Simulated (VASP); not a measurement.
# HgTe (F-43m) in VASP: a series of runs

HgTe is run at these levels: LDA; tasks: single point.

All numbers are computed with VASP 6.6.1; they aren't measurements. Logs are shortened: lines on timing, memory, paths and dates and some standing lists are left out, and cuts for length are marked.

## (1) The cell of the first run

The structure is cubic, space group F-43m (No. 216). The conventional cell has a = 6.338 Å, b = 6.338 Å, c = 6.338 Å, α = 90.00°, β = 90.00°, γ = 90.00°. Hg (site symmetry -43m) has 4 Te at 2.74 Å within 3.6 Å. Within 3.6 Å of Te (site symmetry -43m) lie 4 Hg at 2.74 Å.

## (2) Single point, LDA (volume scaled by 0.95)

INCAR reads:

```
PREC     = Accurate       # precision mode
ENCUT    = 520            # plane-wave cutoff, eV
EDIFF    = 1E-6           # SCF threshold, eV
ISMEAR   = -1             # smearing method
SIGMA    = 0.03           # smearing width, eV
LREAL    = F              # projectors in reciprocal space
LASPH    = T              # aspherical terms in the spheres
NELM     = 80             # most SCF steps
ALGO     = Normal         # electronic algorithm
ISIF     = 2              # what is computed and relaxed
LWAVE    = F              # write WAVECAR
LCHARG   = F              # write CHGCAR
NBANDS   = 16             # bands
```

KPOINTS reads:

```
Automatic mesh
0
Gamma
  11 11 11
```

POSCAR reads:

```
HgTe
1.0
    0.0000000000      3.1688538499      3.1688538499
    3.1688538499      0.0000000000      3.1688538499
    3.1688538499      3.1688538499      0.0000000000
Hg Te
1 1
Direct
    0.0000000000      0.0000000000      0.0000000000
    0.7500000000      0.7500000000      0.7500000000
```

Potentials or basis: VASP PAW LDA potentials, release 64 (Hg, Te).

Run with:

```bash
> cat potpaw_LDA.64/Hg/POTCAR potpaw_LDA.64/Te/POTCAR > POTCAR
> mpirun -np 1 vasp_std > vasp.out
```

OUTCAR:

```text
PREC = Accurate
   ENCUT = 520
   EDIFF = 1E-6
   ISMEAR = -1
   LREAL = F
   LASPH = T
   NELM = 80
   ISIF = 2

 ion  position               nearest neighbor table
   1  0.000  0.000  0.000-   2 2.74   2 2.74   2 2.74   2 2.74
   2  0.750  0.750  0.750-   1 2.74   1 2.74   1 2.74   1 2.74

  LATTYP: Found a face centered cubic cell.
 ALAT       =     6.3377076998

  Lattice vectors:

 A1 = (   0.0000000000,   3.1688538499,   3.1688538499)
 A2 = (   3.1688538499,   0.0000000000,   3.1688538499)
 A3 = (   3.1688538499,   3.1688538499,   0.0000000000)

Analysis of symmetry for initial positions (statically):
=====================================================================
 Subroutine PRICEL returns:
 Original cell was already a primitive cell.

 Routine SETGRP: Setting up the symmetry group for a
 face centered cubic supercell.

 Subroutine GETGRP returns: Found 24 space group operations
 (whereof 24 operations were pure point group operations)
 out of a pool of 48 trial point group operations.

The static configuration has the point symmetry T_d .

Analysis of symmetry for dynamics (positions and initial velocities):
=====================================================================
 Subroutine PRICEL returns:
 Original cell was already a primitive cell.

 Routine SETGRP: Setting up the symmetry group for a
 face centered cubic supercell.

 Subroutine GETGRP returns: Found 24 space group operations
 (whereof 24 operations were pure point group operations)
 out of a pool of 48 trial point group operations.

The dynamic configuration has the point symmetry T_d .

 Subroutine INISYM returns: Found 24 space group operations
 (whereof 24 operations are pure point group operations),
 and found     1 'primitive' translations

----------------------------------------------------------------------------------------

                                     Primitive cell

  volume of cell :      63.6409

  direct lattice vectors                    reciprocal lattice vectors
     0.000000000  3.168853850  3.168853850    -0.157785756  0.157785756  0.157785756
     3.168853850  0.000000000  3.168853850     0.157785756 -0.157785756  0.157785756
     3.168853850  3.168853850  0.000000000     0.157785756  0.157785756 -0.157785756

  length of vectors
     4.481436092  4.481436092  4.481436092     0.273292946  0.273292946  0.273292946

  position of ions in fractional coordinates (direct lattice)
     0.000000000  0.000000000  0.000000000
     0.750000000  0.750000000  0.750000000

  ion indices of the primitive-cell ions
   primitive index   ion index
                 1           1
                 2           2

----------------------------------------------------------------------------------------

 KPOINTS: Automatic mesh

Automatic generation of k-mesh.
 Grid dimensions read from file:
 generate k-points for:   11   11   11

 Generating k-lattice:

  Cartesian coordinates                     Fractional coordinates (reciprocal lattice)
    -0.014344160  0.014344160  0.014344160     0.090909091  0.000000000  0.000000000
     0.014344160 -0.014344160  0.014344160     0.000000000  0.090909091  0.000000000
     0.014344160  0.014344160 -0.014344160     0.000000000  0.000000000  0.090909091

  Length of vectors
     0.024844813  0.024844813  0.024844813

  Shift w.r.t. Gamma in fractional coordinates (k-lattice)
     0.000000000  0.000000000  0.000000000

 Subroutine IBZKPT returns following result:
 ===========================================

 Found     56 irreducible k-points:

 Following reciprocal coordinates:
            Coordinates               Weight
  0.000000  0.000000  0.000000      1.000000
  0.090909  0.000000  0.000000      8.000000
  0.181818  0.000000  0.000000      8.000000
  0.272727  0.000000  0.000000      8.000000
  0.363636  0.000000  0.000000      8.000000
  0.454545  0.000000  0.000000      8.000000
[... 16 lines left out ...]
 -0.272727  0.181818  0.000000     24.000000
 -0.181818  0.181818  0.000000     12.000000
 [... further k-points ...]
   k-points           NKPTS =     56   k-points in BZ     NKDIM =     56   number of bands    NBANDS=     16
   number of dos      NEDOS =    301   number of ions     NIONS =      2
   total plane-waves  NPLWV =  46656
   dimension x,y,z NGX =    36 NGY =   36 NGZ =   36
   dimension x,y,z NGXF=    72 NGYF=   72 NGZF=   72
   ions per type =               1   1
   NGX,Y,Z   is equivalent  to a cutoff of  13.35, 13.35, 13.35 a.u.
   NGXF,Y,Z  is equivalent  to a cutoff of  26.71, 26.71, 26.71 a.u.
 SYSTEM =  unknown system
   PREC   = accura    normal or accurate (medium, high low for compatibility)
   ISTART =      0    job   : 0-new  1-cont  2-samecut
   ICHARG =      2    charge: 1-file 2-atom 10-const
   ISPIN  =      1    spin polarized calculation?
   LNONCOLLINEAR =      F non collinear calculations
   LSORBIT =      F    spin-orbit coupling
   LASPH  =      T    aspherical Exc in radial PAW
   ENCUT  =  520.0 eV  38.22 Ry    6.18 a.u.   8.33  8.33  8.33*2*pi/ulx,y,z
   NELM   =     80;   NELMIN=  2; NELMDL= -5     # of ELM steps
   EDIFF  = 0.1E-05   stopping-criterion for ELM
   LREAL  =      F    real-space projection
   EDIFFG = 0.1E-04   stopping-criterion for IOM
   NSW    =      0    number of steps for IOM
   IBRION =     -1    ionic relax: 0-MD 1-quasi-New 2-CG
   NFREE  =      0    steps in history (QN), initial steepest desc. (CG)
   ISIF   =      2    stress and relaxation
   ISYM   =      2    0-nonsym 1-usesym 2-fastsym
   POTIM  = 0.5000    time-step for ionic-motion
   TEBEG  =    0.0;   TEEND  =   0.0 temperature during run
   PSTRESS=    0.0 pullay stress
   NELECT =      18.0000    total number of electrons
   NUPDOWN=      -1.0000    fix difference up-down
   EMIN   =  10.00;   EMAX   =-10.00  energy-range for DOS
   EFERMI =   0.00;   METHOD = LEGACY
   ISMEAR =    -1;   SIGMA  =   0.03  broadening in eV -4-tet -1-fermi 0-gaus
   EFERMI_NEDOS =   21; number of points for ismear=-14 and -15
   IALGO  =     38    algorithm
   IMIX   =      4    mixing-type and parameters
     AMIX     =   0.40;   BMIX     =  1.00
     AMIX_MAG =   1.60;   BMIX_MAG =  1.00
  volume/ion in A,a.u.               =      31.82       214.74
  Fermi-wavevector in a.u.,A,eV,Ry     =   1.074616  2.030731 15.712013  1.154800
  Thomas-Fermi vector in A             =   2.210450
   LORBIT       =      0    0 simple, 1 ext, 2 COOP (PROOUT), +10 PAW based schemes
   GGA     = CA    functional components
   LHFCALC =     F    Hartree Fock is set to
   AEXX    =    0.0000 exact exchange contribution
   IVDW    =     0    specifies the selected vdW correction
   LEPSILON=     F    determine dielectric tensor
   LRPA    =     F    only Hartree local field effects (RPA)
 non-spin polarized calculation
  energy-cutoff  :      520.00
  volume of cell :       63.64
 maximum number of plane-waves:      1735
 NGX is ok and might be reduce to    36
   NGX = 17   NGY = 17   NGZ = 17

 number of electron      17.9999999 magnetization

 Free energy of the ion-electron system (eV)
  ---------------------------------------------------
  ext. energy  EPLUGINS =         0.00000000
  ---------------------------------------------------
  free energy    TOTEN  =        -5.01041511 eV

  energy without entropy =       -5.01028839  energy(sigma->0) =       -5.01035175

 E-fermi :   3.5928     XC(G=0):  -9.3614

 val. band max:        3.5636705529   @ k =   0.0000   0.0000   0.0000
 cond. band min:       4.0604661934   @ k =   0.0909   0.0000   0.0000
 fundamental gap:      0.4967956405
 Fermi energy:         3.5927871955

 k-point     1 :       0.0000    0.0000    0.0000
  band No.  band energies     occupation
      1      -8.9269      2.00000
      2      -4.1803      2.00000
      3      -4.1803      2.00000
      4      -4.1803      2.00000
      5      -3.5722      2.00000
      6      -3.5722      2.00000
[... 8 lines left out ...]
     15      13.1598      0.00000
     16      13.1598      0.00000

 k-point     2 :       0.0909    0.0000    0.0000
  band No.  band energies     occupation
      1      -8.8800      2.00000
      2      -4.1679      2.00000
      3      -4.1669      2.00000
      4      -4.1669      2.00000
      5      -3.5741      2.00000
      6      -3.5741      2.00000
[... 8 lines left out ...]
     15      12.4163      0.00000
     16      12.4163      0.00000

 k-point     3 :       0.1818    0.0000    0.0000
  band No.  band energies     occupation
      1      -8.7504      2.00000
      2      -4.1324      2.00000
      3      -4.1324      2.00000
      4      -4.1159      2.00000
      5      -3.5765      2.00000
      6      -3.5765      2.00000
[... 8 lines left out ...]
     15      11.9814      0.00000
     16      11.9814      0.00000

 k-point     4 :       0.2727    0.0000    0.0000
  band No.  band energies     occupation
      1      -8.5718      2.00000
      2      -4.0911      2.00000
      3      -4.0911      2.00000
      4      -3.9835      2.00000
      5      -3.5732      2.00000
      6      -3.5732      2.00000
[... 8 lines left out ...]
     15      12.0386      0.00000
     16      12.0386      0.00000

 k-point     5 :       0.3636    0.0000    0.0000
  band No.  band energies     occupation
      1      -8.3983      2.00000
      2      -4.0587      2.00000
      3      -4.0587      2.00000
      4      -3.7212      2.00000
      5      -3.5619      2.00000
      6      -3.5619      2.00000
[... 8 lines left out ...]
     15      12.6056      0.00000
     16      12.6056      0.00000

 k-point     6 :       0.4545    0.0000    0.0000
  band No.  band energies     occupation
      1      -8.2908      2.00000
      2      -4.0426      2.00000
      3      -4.0426      2.00000
      4      -3.5507      2.00000
      5      -3.5507      2.00000
      6      -3.3393      2.00000
[... 8 lines left out ...]
     15      13.3982      0.00000
     16      13.3982      0.00000
[... 267 lines left out ...]
 k-point    21 :      -0.4545    0.1818    0.0000
  band No.  band energies     occupation
      1      -8.1939      2.00000
      2      -4.0178      2.00000
      3      -3.9702      2.00000
      4      -3.6240      2.00000
      5      -3.5512      2.00000
      6      -3.1859      2.00000
[... 8 lines left out ...]
     15      13.1265      0.00000
     16      13.3094      0.00000

 k-point    22 :      -0.3636    0.1818    0.0000
  band No.  band energies     occupation
      1      -8.2303      2.00000
      2      -4.0151      2.00000
      3      -3.9902      2.00000
      4      -3.6094      2.00000
      5      -3.5758      2.00000
      6      -3.3623      2.00000
[... 8 lines left out ...]
     15      12.2926      0.00000
     16      13.3087      0.00000

 k-point    23 :      -0.2727    0.1818    0.0000
  band No.  band energies     occupation
      1      -8.3506      2.00000
      2      -4.0282      2.00000
      3      -4.0261      2.00000
      4      -3.7796      2.00000
      5      -3.5959      2.00000
      6      -3.5132      2.00000
[... 8 lines left out ...]
     15      12.6994      0.00000
     16      13.9121      0.00000

 k-point    24 :      -0.1818    0.1818    0.0000
  band No.  band energies     occupation
      1      -8.5111      2.00000
      2      -4.0756      2.00000
      3      -4.0575      2.00000
      4      -3.9689      2.00000
      5      -3.6006      2.00000
      6      -3.5424      2.00000
[... 8 lines left out ...]
     15      12.6629      0.00000
     16      12.8945      0.00000

 [... further k-points ...]
[... 5 lines left out ...]
  --------------------------------------------------------------------------------------
  -------------------------------------------------------------------------------------
  Total        1.0954967      1.0954967      1.0954967      0.0000000     -0.0000000     -0.0000000
  in kB       27.5794148     27.5794148     27.5794148      0.0000000     -0.0000000     -0.0000000
  external PRESSURE =      27.5794148 kB  Pullay stress =       0.0000000 kB

 VOLUME and BASIS-vectors are now :
 -----------------------------------------------------------------------------
  energy-cutoff  :      520.00
  volume of cell :       63.64
      direct lattice vectors                 reciprocal lattice vectors
     0.000000000  3.168853850  3.168853850    -0.157785756  0.157785756  0.157785756
     3.168853850  0.000000000  3.168853850     0.157785756 -0.157785756  0.157785756
     3.168853850  3.168853850  0.000000000     0.157785756  0.157785756 -0.157785756

 POSITION                                       TOTAL-FORCE (eV/Angst)
 -----------------------------------------------------------------------------------
      0.00000      0.00000      0.00000        -0.000000     -0.000000     -0.000000
      4.75328      4.75328      4.75328         0.000000      0.000000      0.000000
 -----------------------------------------------------------------------------------
    total drift:                               -0.000000     -0.000000     -0.000000

  FREE ENERGIE OF THE ION-ELECTRON SYSTEM (eV)
  ---------------------------------------------------
  free  energy   TOTEN  =        -5.0104151105 eV

  energy  without entropy=       -5.0102883892  energy(sigma->0) =       -5.01035175
```

It took 56 s on 1 thread of Intel Xeon 6975P-C, shared host; peak memory 0.21 GiB.

What came out:

| Quantity | Value |
| --- | --- |
| Free energy | -5.0104 eV |
| Pressure | 2.8 GPa |
| Band gap on the k mesh | zero (filled and empty bands touch) |

Caveat: spin-orbit coupling is left out, which moves the levels of the heavy elements.

(Continued in part 2 of 3.)
